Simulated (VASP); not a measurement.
# Fe (P6_3/mmc) in VASP: notebook

The runs below take Fe through electric field gradients, with PBE.

Everything below comes from runs of VASP 6.6.1. Logs are shortened: lines on timing, memory, paths and dates and some standing lists are left out, and cuts for length are marked.

## 1. The cell of the first run

The structure is hexagonal, space group P6_3/mmc (No. 194). The conventional cell has a = 2.434 Å, b = 2.434 Å, c = 3.842 Å, α = 90.00°, β = 90.00°, γ = 120.00°. Within 3.1 Å of Fe (site symmetry -6m2) lie 12 Fe at 2.38 to 2.43 Å.

## 2. Electric field gradients, PBE

INCAR

```
  PREC = Accurate
  ENCUT = 520
  EDIFF = 1E-8
  ISMEAR = -1
  SIGMA = 0.08
  LREAL = False
  LASPH = True
  NELM = 80
  ALGO = Normal
  ISIF = 2
  LWAVE = False
  LCHARG = False
  GGA = PE
  LEFG = True
  NBANDS = 15
```

KPOINTS

```
Automatic mesh
0
Gamma
  17 17 10
```

POSCAR

```
Fe
1.0
    2.4341575853      0.0000000000      0.0000000000
   -1.2170787927      2.1080423057      0.0000000000
    0.0000000000      0.0000000000      3.8419344700
Fe
2
Direct
    0.3333333333      0.6666666667      0.2500000000
    0.6666666667      0.3333333333      0.7500000000
```

Potentials or basis: VASP PAW PBE potentials, release 64 (Fe).

Run with:

```sh
$ cat potpaw_PBE.64/Fe/POTCAR > POTCAR
$ mpirun -np 1 vasp_std > vasp.out
```

OUTCAR:

```text
PREC = Accurate
   ENCUT = 520
   EDIFF = 1E-8
   ISMEAR = -1
   LREAL = False
   LASPH = True
   NELM = 80
   ISIF = 2
   GGA = PE

 ion  position               nearest neighbor table
   1  0.333  0.667  0.250-   2 2.38   2 2.38   2 2.38   2 2.38   2 2.38   2 2.38
   2  0.667  0.333  0.750-   1 2.38   1 2.38   1 2.38   1 2.38   1 2.38   1 2.38

  LATTYP: Found a hexagonal cell.
 ALAT       =     2.4341575853
 C/A-ratio  =     1.5783425417

  Lattice vectors:

 A1 = (   2.4341575853,   0.0000000000,   0.0000000000)
 A2 = (  -1.2170787927,   2.1080423057,   0.0000000000)
 A3 = (   0.0000000000,   0.0000000000,   3.8419344700)

Analysis of symmetry for initial positions (statically):
=====================================================================
 Subroutine PRICEL returns:
 Original cell was already a primitive cell.

 Routine SETGRP: Setting up the symmetry group for a
 hexagonal supercell.

 Subroutine GETGRP returns: Found 24 space group operations
 (whereof 12 operations were pure point group operations)
 out of a pool of 24 trial point group operations.

The static configuration has the point symmetry D_3d.
 The point group associated with its full space group is D_6h.

Analysis of symmetry for dynamics (positions and initial velocities):
=====================================================================
 Subroutine PRICEL returns:
 Original cell was already a primitive cell.

 Routine SETGRP: Setting up the symmetry group for a
 hexagonal supercell.

 Subroutine GETGRP returns: Found 24 space group operations
 (whereof 12 operations were pure point group operations)
 out of a pool of 24 trial point group operations.

The dynamic configuration has the point symmetry D_3d.
 The point group associated with its full space group is D_6h.

 Subroutine INISYM returns: Found 24 space group operations
 (whereof 12 operations are pure point group operations),
 and found     1 'primitive' translations

----------------------------------------------------------------------------------------

                                     Primitive cell

  volume of cell :      19.7141

  direct lattice vectors                    reciprocal lattice vectors
     2.434157585  0.000000000  0.000000000     0.410819746  0.237186891  0.000000000
    -1.217078793  2.108042306  0.000000000     0.000000000  0.474373781  0.000000000
     0.000000000  0.000000000  3.841934470     0.000000000  0.000000000  0.260285543

  length of vectors
     2.434157585  2.434157585  3.841934470     0.474373781  0.474373781  0.260285543

  position of ions in fractional coordinates (direct lattice)
     0.333333333  0.666666667  0.250000000
     0.666666667  0.333333333  0.750000000

  ion indices of the primitive-cell ions
   primitive index   ion index
                 1           1
                 2           2

----------------------------------------------------------------------------------------

 KPOINTS: Automatic mesh

Automatic generation of k-mesh.
 Grid dimensions read from file:
 generate k-points for:   17   17   10

 Generating k-lattice:

  Cartesian coordinates                     Fractional coordinates (reciprocal lattice)
     0.024165867  0.013952170  0.000000000     0.058823529  0.000000000  0.000000000
     0.000000000  0.027904340  0.000000000     0.000000000  0.058823529  0.000000000
     0.000000000  0.000000000  0.026028554     0.000000000  0.000000000  0.100000000

  Length of vectors
     0.027904340  0.027904340  0.026028554

  Shift w.r.t. Gamma in fractional coordinates (k-lattice)
     0.000000000  0.000000000  0.000000000

 Subroutine IBZKPT returns following result:
 ===========================================

 Found    198 irreducible k-points:

 Following reciprocal coordinates:
            Coordinates               Weight
  0.000000  0.000000  0.000000      1.000000
  0.058824  0.000000  0.000000      6.000000
  0.117647  0.000000  0.000000      6.000000
  0.176471  0.000000  0.000000      6.000000
  0.235294  0.000000  0.000000      6.000000
  0.294118  0.000000  0.000000      6.000000
[... 16 lines left out ...]
  0.411765  0.117647  0.000000     12.000000
  0.176471  0.176471  0.000000      6.000000
 [... further k-points ...]
   k-points           NKPTS =    198   k-points in BZ     NKDIM =    198   number of bands    NBANDS=     15
   number of dos      NEDOS =    301   number of ions     NIONS =      2
   total plane-waves  NPLWV =   9720
   dimension x,y,z NGX =    18 NGY =   18 NGZ =   30
   dimension x,y,z NGXF=    36 NGYF=   36 NGZF=   60
   ions per type =               2
   NGX,Y,Z   is equivalent  to a cutoff of  12.29, 12.29, 12.98 a.u.
   NGXF,Y,Z  is equivalent  to a cutoff of  24.59, 24.59, 25.96 a.u.
 SYSTEM =  unknown system
   PREC   = accura    normal or accurate (medium, high low for compatibility)
   ISTART =      0    job   : 0-new  1-cont  2-samecut
   ICHARG =      2    charge: 1-file 2-atom 10-const
   ISPIN  =      1    spin polarized calculation?
   LNONCOLLINEAR =      F non collinear calculations
   LSORBIT =      F    spin-orbit coupling
   LASPH  =      T    aspherical Exc in radial PAW
   ENCUT  =  520.0 eV  38.22 Ry    6.18 a.u.   4.53  4.53  7.14*2*pi/ulx,y,z
   NELM   =     80;   NELMIN=  2; NELMDL= -5     # of ELM steps
   EDIFF  = 0.1E-07   stopping-criterion for ELM
   LREAL  =      F    real-space projection
   EDIFFG = 0.1E-06   stopping-criterion for IOM
   NSW    =      0    number of steps for IOM
   IBRION =     -1    ionic relax: 0-MD 1-quasi-New 2-CG
   NFREE  =      0    steps in history (QN), initial steepest desc. (CG)
   ISIF   =      2    stress and relaxation
   ISYM   =      2    0-nonsym 1-usesym 2-fastsym
   POTIM  = 0.5000    time-step for ionic-motion
   TEBEG  =    0.0;   TEEND  =   0.0 temperature during run
   PSTRESS=    0.0 pullay stress
   NELECT =      16.0000    total number of electrons
   NUPDOWN=      -1.0000    fix difference up-down
   EMIN   =  10.00;   EMAX   =-10.00  energy-range for DOS
   EFERMI =   0.00;   METHOD = LEGACY
   ISMEAR =    -1;   SIGMA  =   0.08  broadening in eV -4-tet -1-fermi 0-gaus
   EFERMI_NEDOS =   21; number of points for ismear=-14 and -15
   IALGO  =     38    algorithm
   IMIX   =      4    mixing-type and parameters
     AMIX     =   0.40;   BMIX     =  1.00
     AMIX_MAG =   1.60;   BMIX_MAG =  1.00
  volume/ion in A,a.u.               =       9.86        66.52
  Fermi-wavevector in a.u.,A,eV,Ry     =   1.527058  2.885721 31.727505  2.331906
  Thomas-Fermi vector in A             =   2.635006
   LORBIT       =      0    0 simple, 1 ext, 2 COOP (PROOUT), +10 PAW based schemes
   GGA     = PE    functional components
   LHFCALC =     F    Hartree Fock is set to
   AEXX    =    0.0000 exact exchange contribution
   IVDW    =     0    specifies the selected vdW correction
   LEPSILON=     F    determine dielectric tensor
   LRPA    =     F    only Hartree local field effects (RPA)
 non-spin polarized calculation
  energy-cutoff  :      520.00
  volume of cell :       19.71
 maximum number of plane-waves:       548
 NGX is ok and might be reduce to    18
   NGX =  9   NGY =  9   NGZ = 15

 number of electron      16.0000009 magnetization

 Free energy of the ion-electron system (eV)
  ---------------------------------------------------
  ext. energy  EPLUGINS =         0.00000000
  ---------------------------------------------------
  free energy    TOTEN  =       -16.31413234 eV

  energy without entropy =      -16.26064582  energy(sigma->0) =      -16.28738908

 E-fermi :   7.2950     XC(G=0): -13.9873

 val. band max:        7.2924032442   @ k =   0.2941   0.0000   0.2000
 cond. band min:       7.2961642287   @ k =   0.2941   0.0000   0.0000
 fundamental gap:      0.0037609846
 Fermi energy:         7.2950319496

 k-point     1 :       0.0000    0.0000    0.0000
  band No.  band energies     occupation
      1      -1.8175      2.00000
      2       2.1594      2.00000
      3       5.5579      2.00000
      4       5.5579      2.00000
      5       5.7069      2.00000
      6       6.0508      2.00000
      7       6.0508      2.00000
      8       6.3994      1.99997
      9       6.3994      1.99997
     10       7.8680      0.00155
     11       8.0379      0.00019
     12       8.0379      0.00019
     13      16.4330      0.00000
     14      29.4365      0.00000
     15      33.2224      0.00000

 k-point     2 :       0.0588    0.0000    0.0000
  band No.  band energies     occupation
      1      -1.6852      2.00000
      2       2.2462      2.00000
      3       5.3678      2.00000
      4       5.6337      2.00000
      5       5.8666      2.00000
      6       6.0128      2.00000
      7       6.1171      2.00000
      8       6.3053      1.99999
      9       6.3465      1.99999
     10       6.9887      1.95748
     11       8.0639      0.00013
     12       9.0851      0.00000
     13      16.4386      0.00000
     14      28.9574      0.00000
     15      31.7043      0.00000

 k-point     3 :       0.1176    0.0000    0.0000
  band No.  band energies     occupation
      1      -1.2965      2.00000
      2       2.4856      2.00000
      3       5.0780      2.00000
      4       5.7874      2.00000
      5       5.8551      2.00000
      6       5.8834      2.00000
      7       6.1183      2.00000
      8       6.2044      2.00000
      9       6.3098      1.99999
     10       6.4980      1.99991
     11       8.1290      0.00006
     12      10.3187      0.00000
     13      16.4595      0.00000
     14      27.2100      0.00000
     15      30.5024      0.00000
[... 343 lines left out ...]
 k-point    23 :       0.4118    0.1176    0.0000
  band No.  band energies     occupation
      1       2.7834      2.00000
      2       2.9231      2.00000
      3       3.0055      2.00000
      4       4.7845      2.00000
      5       5.1637      2.00000
      6       5.6407      2.00000
      7       6.2161      2.00000
      8       8.0912      0.00010
      9       8.2139      0.00002
     10       8.3427      0.00000
     11      10.3476      0.00000
     12      12.9568      0.00000
     13      19.1772      0.00000
     14      19.8330      0.00000
     15      20.7842      0.00000

 k-point    24 :       0.1765    0.1765    0.0000
  band No.  band energies     occupation
      1       1.2536      2.00000
      2       3.4792      2.00000
      3       3.8152      2.00000
      4       3.9997      2.00000
      5       5.3093      2.00000
      6       5.7247      2.00000
      7       6.1283      2.00000
      8       6.8072      1.99551
      9       7.4071      0.39540
     10       7.9589      0.00050
     11       8.2631      0.00001
     12      14.8570      0.00000
     13      16.8457      0.00000
     14      21.0219      0.00000
     15      21.8416      0.00000

 [... further k-points ...]

------------------------ aborting loop because EDIFF is reached ----------------------------------------

  FORCE on cell =-STRESS in cart. coord.  units (eV):
  Direction    XX          YY          ZZ          XY          YZ          ZX
  --------------------------------------------------------------------------------------
  -------------------------------------------------------------------------------------
  Total        1.1992295      1.1992295      1.3394486     -0.0000000      0.0000000     -0.0000000
  in kB       97.4619077     97.4619077    108.8575792     -0.0000000      0.0000000     -0.0000000
  external PRESSURE =     101.2604649 kB  Pullay stress =       0.0000000 kB

 VOLUME and BASIS-vectors are now :
 -----------------------------------------------------------------------------
  energy-cutoff  :      520.00
  volume of cell :       19.71
      direct lattice vectors                 reciprocal lattice vectors
     2.434157585  0.000000000  0.000000000     0.410819746  0.237186891  0.000000000
    -1.217078793  2.108042306  0.000000000     0.000000000  0.474373781  0.000000000
     0.000000000  0.000000000  3.841934470     0.000000000  0.000000000  0.260285543

 POSITION                                       TOTAL-FORCE (eV/Angst)
 -----------------------------------------------------------------------------------
     -0.00000      1.40536      0.96048         0.000000      0.000000      0.000000
      1.21708      0.70268      2.88145        -0.000000     -0.000000      0.000000
 -----------------------------------------------------------------------------------
    total drift:                                0.000000     -0.000000     -0.000000

  FREE ENERGIE OF THE ION-ELECTRON SYSTEM (eV)
  ---------------------------------------------------
  free  energy   TOTEN  =       -16.3141323375 eV

  energy  without entropy=      -16.2606458235  energy(sigma->0) =      -16.28738908

 Electric field gradients (V/A^2)
---------------------------------------------------------------------
 ion       V_xx      V_yy      V_zz      V_xy      V_xz      V_yz
---------------------------------------------------------------------
   1       3.913     3.913    -7.826     0.000     0.000    -0.000
   2       3.913     3.913    -7.826     0.000    -0.000     0.000
---------------------------------------------------------------------

 Electric field gradients after diagonalization (V/A^2)
 (convention: |V_zz| > |V_xx| > |V_yy|)
----------------------------------------------------------------------
 ion       V_xx      V_yy      V_zz     asymmetry (V_yy - V_xx)/ V_zz
----------------------------------------------------------------------
   1       3.913     3.913    -7.826       0.000
   2       3.913     3.913    -7.826       0.000
----------------------------------------------------------------------

           NMR quadrupolar parameters

 Cq : quadrupolar parameter    Cq=e*Q*V_zz/h
 eta: asymmetry parameters     (V_yy - V_xx)/ V_zz
 Q  : nuclear electric quadrupole moment in mb (millibarn)
----------------------------------------------------------------------
 ion       Cq(MHz)       eta       Q (mb)
----------------------------------------------------------------------
   1      -0.019       0.000       1.000
   2      -0.019       0.000       1.000
----------------------------------------------------------------------
```

It took 37 s on 1 thread of Intel Xeon Platinum 8488C (Sapphire Rapids), shared host; peak memory 0.16 GiB.

Results:

```yaml
Free_energy: -16.3141 eV
Pressure: 10.1 GPa
Band_gap_on_the_k_mesh: zero (band 8 reaches 8.17 eV, above the bottom of band 9 at 6.26 eV)
```

Electric field gradients, principal values (V/Å²):
```csv
atom,least,middle,greatest (by size)
1 Fe,3.913,3.913,-7.826
2 Fe,3.913,3.913,-7.826
```

Caveat: without QUAD_EFG the Cq values of the log hold for a quadrupole moment of 1 mb, not for the nuclei; the run has no spin polarisation, though such a crystal can be magnetic. Spin polarisation is off, so any magnetic state and its effect on volume and gap are missing.

(Continued in part 2 of 3.)
